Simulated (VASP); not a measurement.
Input of a VASP 6.6.1 run:

INCAR

```
SYSTEM = C41O
  ALGO = Normal
  DIPOL = 0.5 0.5 0.286
  EDIFF = 1E-7
  ENCUT = 520
  GGA = PE
  IDIPOL = 3
  ISIF = 2
  ISMEAR = 0
  IVDW = 12
  LASPH = .TRUE.
  LCHARG = .FALSE.
  LDIPOL = .TRUE.
  LREAL = Auto
  LUSENCCL = .FALSE.
  LWAVE = .FALSE.
  NBANDS = 112
  NELM = 60
  PREC = Accurate
  SIGMA = 0.05
```

KPOINTS

```
k-points
0
G
  4 4 1
  0 0 0
```

Contents of POSCAR:

```
C41O
1.0
    7.2946484380      0.0000000000      0.0000000000
   -3.3317658956      7.8620301879      0.0000000000
    0.0000000000      0.0000000000     23.5809581711
C O
41 1
Direct
    0.2500899670      0.1666966556      0.1696283913
    0.2500899670      0.6666966556      0.1696283913
    0.7500899670      0.1666966556      0.1696283913
    0.7500899670      0.6666966556      0.1696283913
    0.2499100331      0.3333033444      0.1696283913
    0.2499100331      0.8333033444      0.1696283913
    0.7499100330      0.3333033444      0.1696283913
    0.7499100331      0.8333033444      0.1696283913
    0.2500899670      0.4166966557      0.2218942371
    0.2500899670      0.9166966557      0.2218942371
    0.7500899670      0.4166966557      0.2218942371
    0.7500899670      0.9166966557      0.2218942371
    0.2499100331      0.0833033444      0.2218942371
    0.2499100331      0.5833033444      0.2218942371
    0.7499100331      0.0833033444      0.2218942371
    0.7499100331      0.5833033444      0.2218942371
    0.2500106166      0.1676584830      0.2741412246
    0.2500106166      0.6676584830      0.2741412246
    0.7500106166      0.1676584830      0.2741412246
    0.7500106166      0.6676584830      0.2741412246
    0.2499893834      0.3323415170      0.2741412246
    0.2499893834      0.8323415170      0.2741412246
    0.7499893834      0.3323415170      0.2741412246
    0.7499893834      0.8323415170      0.2741412246
    0.2500643137      0.4183240206      0.3266192408
    0.2500643137      0.9183240206      0.3266192408
    0.7500643137      0.4183240206      0.3266192408
    0.7500643137      0.9183240206      0.3266192408
    0.2499356863      0.0816759794      0.3266192408
    0.2499356863      0.5816759794      0.3266192408
    0.7499356863      0.0816759794      0.3266192408
    0.7499356863      0.5816759794      0.3266192408
    0.2498811848      0.1772167637      0.3744953071
    0.2498811848      0.6772167637      0.3744953071
    0.7498811848      0.1772167637      0.3744953071
    0.7498811848      0.6772167637      0.3744953071
    0.2501188152      0.3227832363      0.3744953071
    0.2501188152      0.8227832363      0.3744953071
    0.7501188152      0.3227832363      0.3744953071
    0.7501188152      0.8227832363      0.3744953071
    0.3748811848      0.1772167637      0.5632068924
    0.3748811848      0.1772167637      0.5144387299
```

Potentials or basis: VASP PAW PBE potentials, release 64 (C, O).

The run is started by

```sh
$ cat potpaw_PBE.64/C/POTCAR potpaw_PBE.64/O/POTCAR > POTCAR
$ mpirun -np 1 vasp_std > vasp.out
```

(1) What does it give for the band gap on the k mesh?

(2) Estimate the dispersion energy per atom.

(3) What does it give for the largest force?

Answers

(1) 0.01 eV (least direct gap 0.03 eV).

(2) -0.113 eV.

(3) 6.694 eV/Å.
